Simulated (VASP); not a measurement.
# Si (a cell with a defect) in VASP: a series of runs

The runs below take Si (a cell with a defect) through single point, with PBE.

All numbers are computed with VASP 6.6.1; they aren't measurements. Logs are shortened: lines on timing, memory, paths and dates and some standing lists are left out, and cuts for length are marked.

**1. The cell of the first run**

The cell holds a defect, 17 atoms: a = 7.679 Å, b = 7.679 Å, c = 7.679 Å, α = 60.00°, β = 60.00°, γ = 60.00°.

**2. Single point, PBE**

INCAR reads:

```
SYSTEM = Si
  ALGO = Normal
  EDIFF = 1E-6
  ENCUT = 520
  GGA = PE
  ISIF = 2
  ISMEAR = 0
  LASPH = .True.
  LCHARG = .True.
  LELF = .True.
  LREAL = Auto
  LVHAR = .True.
  LWAVE = .False.
  NBANDS = 48
  NELM = 60
  PREC = Accurate
  SIGMA = 0.02
```

KPOINTS reads:

```
k-points
0
Gamma
  2 2 2
  0 0 0
```

POSCAR reads:

```
Si
1.0
    0.0000000000      5.4300000000      5.4300000000
    5.4300000000      0.0000000000      5.4300000000
    5.4300000000      5.4300000000      0.0000000000
Si
17
Direct
   -0.0071589346      0.0021508410      0.0026606833
    0.1215650269      0.1281200386      0.1282408733
    0.0001798874     -0.0011045348      0.5005555347
    0.1214216291      0.1280242443      0.6224692304
    0.0002663427      0.5003975754     -0.0012081005
    0.1215819015      0.6218165985      0.1283292474
    0.0001930647      0.5002963703      0.5006261640
    0.1250086033      0.6250260337      0.6249445856
    0.5018909974      0.0020477328      0.0024363077
    0.6242834244      0.1246023747      0.1260787960
    0.5016406073      0.0017658636      0.4947086159
    0.6279642153      0.1280346010      0.6222675658
    0.5019487281      0.4931752863      0.0025751899
    0.6279948878      0.6217699902      0.1281912638
    0.4988834896      0.5002599127      0.5005098037
    0.6279478533      0.6215813677      0.6223910235
    0.3743030760      0.8746165040      0.8760450154
```

Potentials or basis: VASP PAW PBE potentials, release 64 (Si).

Run with:

```console
cat potpaw_PBE.64/Si/POTCAR > POTCAR
mpirun -np 1 vasp_std > vasp.out
```

OUTCAR:

```text
SYSTEM = Si
   EDIFF = 1E-6
   ENCUT = 520
   GGA = PE
   ISIF = 2
   ISMEAR = 0
   LASPH = .True.
   LREAL = Auto
   NELM = 60
   PREC = Accurate

 ion  position               nearest neighbor table
   1  0.993  0.002  0.003-  10 2.31   4 2.38   2 2.38   6 2.38  17 2.39
   2  0.122  0.128  0.128-   5 2.33   3 2.33   1 2.38   9 2.38  17 2.75
   3  0.000  0.999  0.501-  12 2.33   4 2.33   2 2.33   8 2.34
   4  0.121  0.128  0.622-   7 2.33   3 2.33   1 2.38  11 2.38  17 2.75
   5  0.000  0.500  0.999-  14 2.33   6 2.33   2 2.33   8 2.34
   6  0.122  0.622  0.128-   5 2.33   7 2.33   1 2.38  13 2.38  17 2.74
   7  0.000  0.500  0.501-  16 2.33   4 2.33   6 2.33   8 2.34
   8  0.125  0.625  0.625-   5 2.34   7 2.34   3 2.34  15 2.34
   9  0.502  0.002  0.002-  10 2.31  12 2.38  14 2.38   2 2.38  17 2.39
  10  0.624  0.125  0.126-   1 2.31  13 2.31   9 2.31  11 2.31
  11  0.502  0.002  0.495-  10 2.31  12 2.38  16 2.38   4 2.38  17 2.39
  12  0.628  0.128  0.622-   3 2.33  15 2.33  11 2.38   9 2.38  17 2.75
  13  0.502  0.493  0.003-  10 2.31  16 2.38  14 2.38   6 2.38  17 2.39
  14  0.628  0.622  0.128-   5 2.33  15 2.33  13 2.38   9 2.38  17 2.75
  15  0.499  0.500  0.501-  12 2.33  16 2.33  14 2.33   8 2.34
  16  0.628  0.622  0.622-   7 2.33  15 2.33  11 2.38  13 2.38  17 2.75
  17  0.374  0.875  0.876-  11 2.39   9 2.39  13 2.39   1 2.39   6 2.74   2 2.75  14 2.75   4 2.75
                            16 2.75  12 2.75

  LATTYP: Found a face centered cubic cell.
 ALAT       =    10.8600000000

  Lattice vectors:

 A1 = (   0.0000000000,   5.4300000000,   5.4300000000)
 A2 = (   5.4300000000,   0.0000000000,   5.4300000000)
 A3 = (   5.4300000000,   5.4300000000,   0.0000000000)

Analysis of symmetry for initial positions (statically):
=====================================================================
 Subroutine PRICEL returns:
 Original cell was already a primitive cell.

 Routine SETGRP: Setting up the symmetry group for a
 face centered cubic supercell.

 Subroutine GETGRP returns: Found  1 space group operations
 (whereof  1 operations were pure point group operations)
 out of a pool of 48 trial point group operations.

The static configuration has the point symmetry C_1 .

Analysis of symmetry for dynamics (positions and initial velocities):
=====================================================================
 Subroutine PRICEL returns:
 Original cell was already a primitive cell.

 Routine SETGRP: Setting up the symmetry group for a
 face centered cubic supercell.

 Subroutine GETGRP returns: Found  1 space group operations
 (whereof  1 operations were pure point group operations)
 out of a pool of 48 trial point group operations.

The dynamic configuration has the point symmetry C_1 .

 Subroutine INISYM returns: Found  1 space group operations
 (whereof  1 operations are pure point group operations),
 and found     1 'primitive' translations

----------------------------------------------------------------------------------------

                                     Primitive cell

  volume of cell :     320.2060

  direct lattice vectors                    reciprocal lattice vectors
     0.000000000  5.430000000  5.430000000    -0.092081031  0.092081031  0.092081031
     5.430000000  0.000000000  5.430000000     0.092081031 -0.092081031  0.092081031
     5.430000000  5.430000000  0.000000000     0.092081031  0.092081031 -0.092081031

  length of vectors
     7.679179644  7.679179644  7.679179644     0.159489025  0.159489025  0.159489025

  position of ions in fractional coordinates (direct lattice)
     0.992841065  0.002150841  0.002660683
     0.121565027  0.128120039  0.128240873
     0.000179887  0.998895465  0.500555535
     0.121421629  0.128024244  0.622469230
     0.000266343  0.500397575  0.998791899
     0.121581902  0.621816598  0.128329247
[... 9 lines left out ...]
     0.627947853  0.621581368  0.622391024
     0.374303076  0.874616504  0.876045015

  ion indices of the primitive-cell ions
   primitive index   ion index
                 1           1
                 2           2
                 3           3
                 4           4
                 5           5
                 6           6
[... 9 lines left out ...]
                16          16
                17          17

----------------------------------------------------------------------------------------

 KPOINTS: k-points

Automatic generation of k-mesh.
 Grid dimensions read from file:
 generate k-points for:    2    2    2

 Generating k-lattice:

  Cartesian coordinates                     Fractional coordinates (reciprocal lattice)
    -0.046040516  0.046040516  0.046040516     0.500000000  0.000000000  0.000000000
     0.046040516 -0.046040516  0.046040516     0.000000000  0.500000000  0.000000000
     0.046040516  0.046040516 -0.046040516     0.000000000  0.000000000  0.500000000

  Length of vectors
     0.079744512  0.079744512  0.079744512

[... 39 lines left out ...]
   NSW    =      0    number of steps for IOM
   IBRION =     -1    ionic relax: 0-MD 1-quasi-New 2-CG
   NFREE  =      0    steps in history (QN), initial steepest desc. (CG)
   ISIF   =      2    stress and relaxation
   ISYM   =      2    0-nonsym 1-usesym 2-fastsym
   POTIM  = 0.5000    time-step for ionic-motion
   TEBEG  =    0.0;   TEEND  =   0.0 temperature during run
   PSTRESS=    0.0 pullay stress
   NELECT =      68.0000    total number of electrons
   NUPDOWN=      -1.0000    fix difference up-down
   EMIN   =  10.00;   EMAX   =-10.00  energy-range for DOS
   EFERMI =   0.00;   METHOD = LEGACY
   ISMEAR =     0;   SIGMA  =   0.02  broadening in eV -4-tet -1-fermi 0-gaus
   EFERMI_NEDOS =   21; number of points for ismear=-14 and -15
   IALGO  =     38    algorithm
   IMIX   =      4    mixing-type and parameters
     AMIX     =   0.40;   BMIX     =  1.00
     AMIX_MAG =   1.60;   BMIX_MAG =  1.00
  volume/ion in A,a.u.               =      18.84       127.11
  Fermi-wavevector in a.u.,A,eV,Ry     =   0.976715  1.845724 12.979587  0.953973
  Thomas-Fermi vector in A             =   2.107356
   LORBIT       =      0    0 simple, 1 ext, 2 COOP (PROOUT), +10 PAW based schemes
   GGA     = PE    functional components
   LHFCALC =     F    Hartree Fock is set to
   AEXX    =    0.0000 exact exchange contribution
   IVDW    =     0    specifies the selected vdW correction
   LEPSILON=     F    determine dielectric tensor
   LRPA    =     F    only Hartree local field effects (RPA)
 non-spin polarized calculation
 Gauss-broadening in eV      SIGMA  =   0.02
  energy-cutoff  :      520.00
  volume of cell :      320.21
 maximum number of plane-waves:      8646
 NGX is ok and might be reduce to    60
   NGX = 29   NGY = 29   NGZ = 29

 number of electron      68.0000001 magnetization

 Free energy of the ion-electron system (eV)
  ---------------------------------------------------
  ext. energy  EPLUGINS =         0.00000000
  ---------------------------------------------------
  free energy    TOTEN  =       -87.99003899 eV

  energy without entropy =      -87.98618248  energy(sigma->0) =      -87.98811073

 E-fermi :   6.9197     XC(G=0):  -9.6743

 val. band max:        6.6776036419   @ k =   0.0000   0.0000   0.0000
 cond. band min:       6.9257240854   @ k =   0.5000   0.5000   0.0000
 fundamental gap:      0.2481204434
 Fermi energy:         6.9197289972

 k-point     1 :       0.0000    0.0000    0.0000
  band No.  band energies     occupation
      1      -6.3172      2.00000
      2      -3.7719      2.00000
      3      -3.6284      2.00000
      4      -3.6274      2.00000
      5      -3.6265      2.00000
      6      -2.8066      2.00000
[... 38 lines left out ...]
     45       8.1219      0.00000
     46       9.0614      0.00000

 k-point     2 :       0.5000    0.0000    0.0000
  band No.  band energies     occupation
      1      -5.9145      2.00000
      2      -4.9561      2.00000
      3      -3.5704      2.00000
      4      -3.4252      2.00000
      5      -3.4235      2.00000
      6      -2.9562      2.00000
[... 286 lines left out ...]
 k-point     8 :       0.5000    0.0000    0.5000
  band No.  band energies     occupation
      1      -5.7812      2.00000
      2      -4.7230      2.00000
      3      -3.9924      2.00000
      4      -3.8772      2.00000
      5      -3.8770      2.00000
      6      -3.6263      2.00000
[... 38 lines left out ...]
     45      10.1238      0.00000
     46      10.1253      0.00000
 [bands above 46 left out]

------------------------ aborting loop because EDIFF is reached ----------------------------------------

  FORCE on cell =-STRESS in cart. coord.  units (eV):
  Direction    XX          YY          ZZ          XY          YZ          ZX
  --------------------------------------------------------------------------------------
  -------------------------------------------------------------------------------------
  Total       10.6839237     10.6857728     10.6767505      0.0056018     -0.0015111      0.0021803
  in kB       53.4578980     53.4671499     53.4220061      0.0280288     -0.0075608      0.0109094
  external PRESSURE =      53.4490180 kB  Pullay stress =       0.0000000 kB

 VOLUME and BASIS-vectors are now :
 -----------------------------------------------------------------------------
  energy-cutoff  :      520.00
  volume of cell :      320.21
      direct lattice vectors                 reciprocal lattice vectors
     0.000000000  5.430000000  5.430000000    -0.092081031  0.092081031  0.092081031
     5.430000000  0.000000000  5.430000000     0.092081031 -0.092081031  0.092081031
     5.430000000  5.430000000  0.000000000     0.092081031  0.092081031 -0.092081031

 POSITION                                       TOTAL-FORCE (eV/Angst)
 -----------------------------------------------------------------------------------
      0.02613      5.40557      5.40281        -0.004560      0.006181      0.002399
      1.39204      1.35645      1.35579        -0.015344      0.004403     -0.000057
      8.14202      2.71899      5.42498        -0.016154      0.014788     -0.012037
      4.07518      4.03933      1.35449        -0.004077      0.018121      0.002203
      8.14060      5.42489      2.71861        -0.012141     -0.012546      0.011844
      4.07329      1.35702      4.03665         0.000493      0.002523      0.017663
[... 9 lines left out ...]
      6.75477      6.78934      6.78494         0.020984     -0.003196      0.000617
      9.50609      6.78939      6.78163        -0.000884     -0.000236      0.000987
 -----------------------------------------------------------------------------------
    total drift:                               -0.005650     -0.000654      0.010039

  FREE ENERGIE OF THE ION-ELECTRON SYSTEM (eV)
  ---------------------------------------------------
  free  energy   TOTEN  =       -87.9900389894 eV

  energy  without entropy=      -87.9861824799  energy(sigma->0) =      -87.98811073
```

Wall time 6.3 min (1 thread of Intel Xeon 8259CL, shared host); peak memory 0.48 GiB.

Results:

- Free energy: -87.9900 eV
- Pressure: 5.3 GPa
- Largest force: 0.026 eV/Å
- Band gap on the k mesh: zero (bands 34 and 35 overlap by 0.25 eV)

Forces on the atoms (eV/Å):
```
Si  -0.005  0.006  0.002
Si  -0.015  0.004  0.000
Si  -0.016  0.015 -0.012
Si  -0.004  0.018  0.002
Si  -0.012 -0.013  0.012
Si   0.000  0.003  0.018
Si   0.013  0.014  0.015
Si   0.001  0.000 -0.002
Si   0.001  0.000 -0.001
Si  -0.001 -0.001  0.001
Si  -0.006 -0.006  0.005
Si  -0.001 -0.002 -0.026
Si   0.005 -0.004 -0.001
Si   0.004 -0.015 -0.002
Si   0.015 -0.017 -0.013
Si   0.021 -0.003  0.001
Si  -0.001  0.000  0.001
```

Levels at points of the mesh, in eV from the Fermi level:
| k point | band 32 | band 33 | band 34 | band 35 | band 36 | band 37 |
| --- | --- | --- | --- | --- | --- | --- |
| (0.00, 0.00, 0.00) | -0.83 | -0.83 | -0.25 | -0.24 | -0.24 | 0.08 |
| (0.50, 0.00, 0.00) | -1.44 | -1.44 | -0.35 | 0.53 | 0.53 | 0.89 |
| (0.00, 0.50, 0.00) | -1.44 | -1.44 | -0.35 | 0.53 | 0.53 | 0.89 |
| (0.00, 0.00, 0.50) | -1.44 | -1.44 | -0.36 | 0.53 | 0.53 | 0.89 |
| (0.50, 0.50, 0.50) | -1.44 | -1.44 | -0.36 | 0.53 | 0.53 | 0.89 |
| (0.50, 0.50, 0.00) | -1.90 | -1.00 | 0.01 | 0.71 | 1.01 | 1.02 |
| (0.00, 0.50, 0.50) | -1.90 | -1.00 | 0.01 | 0.71 | 1.01 | 1.02 |
| (0.50, 0.00, 0.50) | -1.90 | -1.00 | 0.01 | 0.71 | 1.01 | 1.02 |

Caveat: the k points lie up to 0.50 Å⁻¹ apart.

**3. Single point, PBE**

INCAR reads:

```
  PREC = Accurate
  ENCUT = 520
  EDIFF = 1E-7
  ISMEAR = 0
  SIGMA = 0.02
  LREAL = Auto
  LASPH = True
  NELM = 80
  ALGO = Normal
  ISIF = 2
  LWAVE = False
  LCHARG = False
  GGA = PE
  NBANDS = 48
```

KPOINTS reads:

```
Automatic mesh
0
Gamma
  2 2 2
```

POSCAR reads:

```
Si
1.0
    0.0000000000      5.4300000000      5.4300000000
    5.4300000000      0.0000000000      5.4300000000
    5.4300000000      5.4300000000      0.0000000000
Si
17
Direct
   -0.0001428995      0.0003097094      0.0001603064
    0.1239099615      0.1251589341      0.1248324271
    0.0029526075      0.0033475726      0.4971551944
    0.1244892637      0.1251121429      0.6264437512
    0.0028158766      0.4974335109      0.0031069406
    0.1245017962      0.6265641821      0.1248865044
    0.0028595256      0.4973698674      0.4972002639
    0.1314416220      0.6231734115      0.6229297387
    0.4963326335      0.0038345389      0.0037364915
    0.6262138512      0.1252388901      0.1249981456
    0.4969663226      0.0032096714      0.4973317221
    0.6226991875      0.1315587143      0.6235006906
    0.4969763066      0.4975141781      0.0030548740
    0.6225801825      0.6236183252      0.1315682325
    0.5000458398      0.5001388987      0.5001629165
    0.6228327722      0.6231349047      0.6229861189
    0.7499281404      0.7504009677      0.7502918617
```

Potentials or basis: VASP PAW PBE potentials, release 64 (Si).

Run with:

```console
cat potpaw_PBE.64/Si/POTCAR > POTCAR
mpirun -np 1 vasp_std > vasp.out
```

It took 7.2 min on 1 thread of Intel Xeon 8259CL, shared host; peak memory 0.46 GiB.

It converged, with:

```yaml
Free_energy: -87.9900 eV
Pressure: 5.3 GPa
Largest_force: 0.022 eV/Å
Band_gap_on_the_k_mesh: zero (bands 34 and 35 overlap by 0.25 eV)
```

Forces on the atoms (eV/Å):
```
Si  -0.004 -0.001 -0.002
Si  -0.009  0.011  0.006
Si   0.014  0.004 -0.006
Si  -0.013  0.004 -0.014
Si   0.015 -0.004  0.007
Si  -0.008 -0.012  0.003
Si   0.009  0.002  0.006
Si   0.001 -0.001 -0.001
Si  -0.015  0.003  0.006
Si  -0.018 -0.006 -0.011
Si   0.013  0.005  0.003
Si   0.004 -0.006  0.004
Si   0.014  0.000  0.006
Si   0.003  0.003 -0.004
Si  -0.001 -0.002 -0.001
Si   0.002  0.001  0.001
Si  -0.008 -0.001 -0.003
```

Levels at points of the mesh, in eV from the Fermi level:
```tsv
k point	band 31	band 32	band 33	band 34	band 35	band 36	band 37	band 38
(0.00, 0.00, 0.00)	-0.83	-0.83	-0.83	-0.25	-0.25	-0.24	0.07	0.08
(0.50, 0.00, 0.00)	-1.58	-1.44	-1.44	-0.35	0.53	0.53	0.89	0.89
(0.00, 0.50, 0.00)	-1.59	-1.44	-1.44	-0.35	0.53	0.53	0.89	0.89
(0.00, 0.00, 0.50)	-1.59	-1.44	-1.44	-0.35	0.53	0.53	0.89	0.89
(0.50, 0.50, 0.50)	-1.58	-1.44	-1.44	-0.35	0.52	0.53	0.89	0.89
(0.50, 0.50, 0.00)	-2.03	-1.90	-1.00	0.01	0.71	1.01	1.02	1.14
(0.00, 0.50, 0.50)	-2.03	-1.90	-1.00	0.01	0.71	1.02	1.02	1.14
(0.50, 0.00, 0.50)	-2.03	-1.90	-1.00	0.01	0.71	1.01	1.02	1.14
```

Caveat: the k points lie up to 0.50 Å⁻¹ apart.

**4. Single point, PBE**

INCAR reads:

```
SYSTEM = Si
PREC = Accurate ; ENCUT = 520
EDIFF = 1E-6 ; ISMEAR = 0
SIGMA = 0.02 ; LREAL = Auto
LASPH = .True. ; NELM = 60
ALGO = Normal ; ISIF = 2
LWAVE = .False. ; LCHARG = .False.
GGA = PE ; NBANDS = 48
```

KPOINTS reads:

```
regular mesh
0
Gamma
  2 2 2
  0 0 0
```

POSCAR reads:

```
Si
1.0
    0.0000000000      5.4300000000      5.4300000000
    5.4300000000      0.0000000000      5.4300000000
    5.4300000000      5.4300000000      0.0000000000
Si
17
Direct
   -0.0071589319      0.0021508287      0.0026607735
    0.1215650092      0.1281200737      0.1282408840
    0.0001798343     -0.0011045120      0.5005555249
    0.1214215470      0.1280243094      0.6224692449
    0.0002662983      0.5003976059     -0.0012081031
    0.1215819521      0.6218165746      0.1283292818
    0.0001930939      0.5002964088      0.5006260589
    0.1250086556      0.6250259669      0.6249445672
    0.5018909761      0.0020476980      0.0024362799
    0.6242834254      0.1246023941      0.1260788214
    0.5016406077      0.0017658379      0.4947085635
    0.6279642726      0.1280346225      0.6222675875
    0.5019487109      0.4931752302      0.0025752302
    0.6279948435      0.6217699816      0.1281913444
    0.4988835175      0.5002599448      0.5005098527
    0.6279478821      0.6215813996      0.6223909761
    0.3743030387      0.8746164825      0.8760450276
```

Run with:

```console
cat potpaw_PBE.64/Si/POTCAR > POTCAR
mpirun -np 1 vasp_std > vasp.out
```

Run time: 7.3 min. Hardware: 1 thread of Intel Xeon 8259CL, shared host; peak memory 0.47 GiB.

Results (log left out):

| Property | Result |
| --- | --- |
| Free energy | -87.9900 eV |
| Pressure | 5.3 GPa |
| Largest force | 0.026 eV/Å |
| Band gap on the k mesh | zero (bands 34 and 35 overlap by 0.25 eV) |

Forces on the atoms (eV/Å):
```
Si  -0.005  0.006  0.002
Si  -0.015  0.004  0.000
Si  -0.016  0.015 -0.012
Si  -0.004  0.018  0.002
Si  -0.012 -0.013  0.012
Si   0.000  0.003  0.018
Si   0.013  0.014  0.015
Si   0.001  0.000 -0.002
Si   0.001  0.000 -0.001
Si  -0.001 -0.001  0.001
Si  -0.005 -0.006  0.005
Si  -0.001 -0.002 -0.026
Si   0.005 -0.004 -0.001
Si   0.004 -0.015 -0.002
Si   0.015 -0.017 -0.013
Si   0.021 -0.003  0.001
Si  -0.001  0.000  0.001
```

Levels at points of the mesh, in eV from the Fermi level:
| k point | band 32 | band 33 | band 34 | band 35 | band 36 | band 37 |
| --- | --- | --- | --- | --- | --- | --- |
| (0.00, 0.00, 0.00) | -0.83 | -0.83 | -0.25 | -0.24 | -0.24 | 0.08 |
| (0.50, 0.00, 0.00) | -1.44 | -1.44 | -0.35 | 0.53 | 0.53 | 0.89 |
| (0.00, 0.50, 0.00) | -1.44 | -1.44 | -0.35 | 0.53 | 0.53 | 0.89 |
| (0.00, 0.00, 0.50) | -1.44 | -1.44 | -0.36 | 0.53 | 0.53 | 0.89 |
| (0.50, 0.50, 0.50) | -1.44 | -1.44 | -0.36 | 0.53 | 0.53 | 0.89 |
| (0.50, 0.50, 0.00) | -1.90 | -1.00 | 0.01 | 0.71 | 1.01 | 1.02 |
| (0.00, 0.50, 0.50) | -1.90 | -1.00 | 0.01 | 0.71 | 1.01 | 1.02 |
| (0.50, 0.00, 0.50) | -1.90 | -1.00 | 0.01 | 0.71 | 1.01 | 1.02 |

Caveat: the k points lie up to 0.50 Å⁻¹ apart.

The gap in the log of VASP goes by the Fermi energy; the results here count the filled bands.